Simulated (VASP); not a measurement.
Write the native input for VASP 6.6.1 that does the following.

| Quantity | Value |
| --- | --- |
| Task | single point |
| Functional | PBE |
| Potentials or basis | VASP PAW PBE potentials, release 64 (B, N) |
| Cutoff | 520 eV |
| k mesh | 12 × 12 × 6 |
| Occupations | gaussian, width 0.05 eV |
| Spin | no spin polarisation |
| Dipole correction | no |
| Further INCAR settings | ALGO = Normal; EDIFF = 1e-07; NBANDS = 16 |

The structure of BN lies in POSCAR:

```
BN
1.0
    2.5539396017      0.0000000000      0.0000000000
   -1.2769698009      2.2117765748      0.0000000000
    0.0000000000      0.0000000000      4.2268550000
B N
2 2
Direct
    0.6824954883      0.3649909765      0.9997240000
    0.3175045117      0.6350090235      0.4997240000
    0.6497119704      0.2994239408      0.6252760000
    0.3502880296      0.7005760592      0.1252760000
```

This cell differs from its parent crystal: mode 4 (471.6 1/cm) frozen in, largest displacement +0.075 Å.

One way to write it, as run:

INCAR

```
PREC     = Accurate       # precision mode
ENCUT    = 520            # plane-wave cutoff, eV
EDIFF    = 1E-7           # SCF threshold, eV
ISMEAR   = 0              # smearing method
SIGMA    = 0.05           # smearing width, eV
LREAL    = F              # projectors in reciprocal space
LASPH    = T              # aspherical terms in the spheres
NELM     = 80             # most SCF steps
ALGO     = Normal         # electronic algorithm
ISIF     = 2              # what is computed and relaxed
LWAVE    = F              # write WAVECAR
LCHARG   = F              # write CHGCAR
GGA      = PE             # functional
NBANDS   = 16             # bands
```

KPOINTS

```
regular mesh
0
Gamma
  12 12 6
```

Potentials or basis: VASP PAW PBE potentials, release 64 (B, N).

Command:

```sh
$ cat potpaw_PBE.64/B/POTCAR potpaw_PBE.64/N/POTCAR > POTCAR
$ mpirun -np 1 vasp_std > vasp.out
```

It gave:

- Pressure: 0.0 GPa
- Largest force: 0.896 eV/Å
- Band gap on the k mesh: 5.10 eV, indirect (least direct gap 8.01 eV)

Caveat: the cell differs from its parent crystal (mode 4 (471.6 1/cm) frozen in, largest displacement +0.075 Å).

Wall time 24 s on 1 thread of Intel(R) Xeon(R) 6975P-C (Granite Rapids), with other jobs on the host, peak memory 0.17 GiB.
